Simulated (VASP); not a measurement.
## SnO2: single point with r2SCAN

Crystal: SnO2.

```xyz
6
Lattice="3.5493 0.0000 0.0000 0.0000 3.5493 0.0000 0.0000 0.0000 5.4278" Properties=species:S:1:pos:R:3 pbc="T T T"
Sn    0.0000    0.0000    0.0000
Sn    1.7747    1.7747    2.7139
O     0.0000    1.7747    1.7520
O     0.0000    1.7747    4.4658
O     1.7747    0.0000    3.6758
O     1.7747    0.0000    0.9619
```

```
Program                : VASP 6.6.1
Task                   : single point
Functional             : r2SCAN
Potentials or basis    : VASP PAW PBE potentials, release 64 (Sn_d, O)
Cutoff                 : 520 eV
k mesh                 : 8 × 8 × 6
Occupations            : gaussian, width 0.02 eV
Spin                   : no spin polarisation
Dipole correction      : no
Further INCAR settings : ALGO = Normal; EDIFF = 1e-06; NBANDS = 35
```

```json
{
  "Pressure": "1.2 GPa",
  "Largest force": "0.063 eV/Å",
  "Band gap on the k mesh": "1.72 eV, indirect (least direct gap 1.85 eV)"
}
```

Forces on the atoms (eV/Å):
```
Sn   0.000  0.000  0.000
Sn   0.000  0.000  0.000
O    0.000  0.000 -0.063
O    0.000  0.000 -0.063
O    0.000  0.000  0.063
O    0.000  0.000  0.063
```

Stress tensor (GPa, compression positive):
```
1.32 0.00 0.00
0.00 1.32 0.00
0.00 0.00 0.85
```

Levels at points of the mesh, in eV from the valence-band top:
| k point | band 23 | band 24 | band 25 | band 26 | band 27 | band 28 | band 29 | band 30 |
| --- | --- | --- | --- | --- | --- | --- | --- | --- |
| (0.00, 0.00, 0.00) | -0.80 | -0.38 | -0.13 | -0.13 | 1.72 | 4.88 | 8.23 | 8.66 |
| (0.50, 0.00, 0.00) | -1.18 | -1.18 | -0.48 | -0.48 | 5.32 | 5.32 | 8.66 | 8.66 |
| (0.50, 0.50, 0.00) | -0.41 | -0.41 | 0.00 | 0.00 | 6.58 | 6.58 | 8.43 | 8.43 |
| (0.00, 0.00, 0.50) | -1.11 | -1.11 | -0.08 | -0.08 | 4.25 | 4.25 | 7.35 | 7.35 |
| (0.50, 0.00, 0.50) | -1.32 | -1.32 | -1.24 | -1.24 | 5.59 | 5.59 | 9.33 | 9.33 |
| (0.50, 0.50, 0.50) | -0.44 | -0.44 | -0.41 | -0.41 | 6.96 | 6.96 | 10.82 | 10.82 |

Run time: 6.2 min on 1 thread of Intel(R) Xeon(R) Platinum 8259CL CPU @ 2.50GHz (Skylake/Cascade Lake) (shared host), peak memory 0.26 GiB.

Caveat: the PAW data sets were made with another functional, which shifts forces and pressure a little; spin-orbit coupling is left out, which moves the levels of the heavy elements. r2SCAN opens gaps a little over a GGA but as a rule still falls short of measured ones.
